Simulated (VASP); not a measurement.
Here is a VASP 6.6.1 calculation.

File POSCAR:

```
YGe2Rh2
1.0
   -2.0565269562      2.0565269562      5.1435309513
    2.0565269562     -2.0565269562      5.1435309513
    2.0565269562      2.0565269562     -5.1435309513
Y Ge Rh
1 2 2
Direct
    0.0000000000      0.0000000000      0.0000000000
    0.3778923592      0.3778923592      0.0000000000
    0.6221076408      0.6221076408      0.0000000000
    0.7500000000      0.2500000000      0.5000000000
    0.2500000000      0.7500000000      0.5000000000
```

INCAR.step1

```
SYSTEM = YGe2Rh2
ALGO = Normal
EDIFF = 1E-4
ENCUT = 520
GGA = PE
ISMEAR = -1
LASPH = .True.
LCHARG = .False.
LREAL = .False.
LWAVE = .True.
NBANDS = 42
NELM = 80
PREC = Accurate
SIGMA = 0.1
```

Contents of INCAR.step2:

```
SYSTEM = YGe2Rh2
ALGO = Normal
EDIFF = 1E-6
ENCUT = 520
ISIF = 2
ISMEAR = -1
ISTART = 1
LASPH = .True.
LCHARG = .False.
LMIXTAU = .True.
LREAL = .False.
LWAVE = .False.
METAGGA = R2SCAN
NBANDS = 42
NELM = 80
PREC = Accurate
SIGMA = 0.1
```

File KPOINTS:

```
k-points
0
Gamma
  8 8 8
  0 0 0
```

Potentials or basis: VASP PAW PBE potentials, release 64 (Y_sv, Ge_d, Rh_pv).

Launch:

```console
$ cat potpaw_PBE.64/Y_sv/POTCAR potpaw_PBE.64/Ge_d/POTCAR potpaw_PBE.64/Rh_pv/POTCAR > POTCAR
$ cp INCAR.step1 INCAR
$ mpirun -np 1 vasp_std > vasp.out
$ cp INCAR.step2 INCAR
$ mpirun -np 1 vasp_std > vasp.out
```

Task: What does it give for the pressure?

Result: 0.2 GPa.

Task: What does it give for the largest force?

Result: 0.014 eV/Å.

Forces on the atoms (eV/Å):
```
Y    0.000  0.000  0.000
Ge   0.000  0.000  0.014
Ge   0.000  0.000 -0.014
Rh   0.000  0.000  0.000
Rh   0.000  0.000  0.000
```

Caveat: the PAW data sets were made with another functional, which shifts forces and pressure a little.
